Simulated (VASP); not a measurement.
Input of a VASP 6.6.1 run:

File POSCAR:

```
Sn
1.0
   -1.8910252165      1.8910252165      1.8910252165
    1.8910252165     -1.8910252165      1.8910252165
    1.8910252165      1.8910252165     -1.8910252165
Sn
1
Direct
    0.0000000000      0.0000000000      0.0000000000
```

The input INCAR.step1:

```
SYSTEM = Sn
PREC = Accurate
ENCUT = 520
ISMEAR = 0
SIGMA = 0.1
LREAL = .False.
LASPH = .True.
NELM = 100
NBANDS = 13
GGA = PE
ALGO = Normal
EDIFF = 1E-4
LWAVE = .True.
LCHARG = .False.
```

INCAR.step2

```
SYSTEM = Sn
PREC = Accurate
ENCUT = 520
EDIFF = 1E-6
ISMEAR = 0
SIGMA = 0.1
LREAL = .False.
LASPH = .True.
NELM = 100
ALGO = Normal
ISIF = 2
LWAVE = .False.
LCHARG = .False.
METAGGA = R2SCAN
LMIXTAU = .True.
NBANDS = 13
ISTART = 1
```

The input KPOINTS:

```
regular mesh
0
Gamma
  16 16 16
  0 0 0
```

Potentials or basis: VASP PAW PBE potentials, release 64 (Sn_d).

The run is started by

```bash
$ cat potpaw_PBE.64/Sn_d/POTCAR > POTCAR
$ cp INCAR.step1 INCAR
$ mpirun -np 1 vasp_std > vasp.out
$ cp INCAR.step2 INCAR
$ mpirun -np 1 vasp_std > vasp.out
```

Estimate the pressure.

0.0 GPa.

Predict the band gap on the k mesh.

zero (band 7 reaches 16.57 eV, above the bottom of band 8 at 5.55 eV).

Caveat: the PAW data sets were made with another functional, which shifts forces and pressure a little; spin-orbit coupling is left out, which moves the levels of the heavy elements.
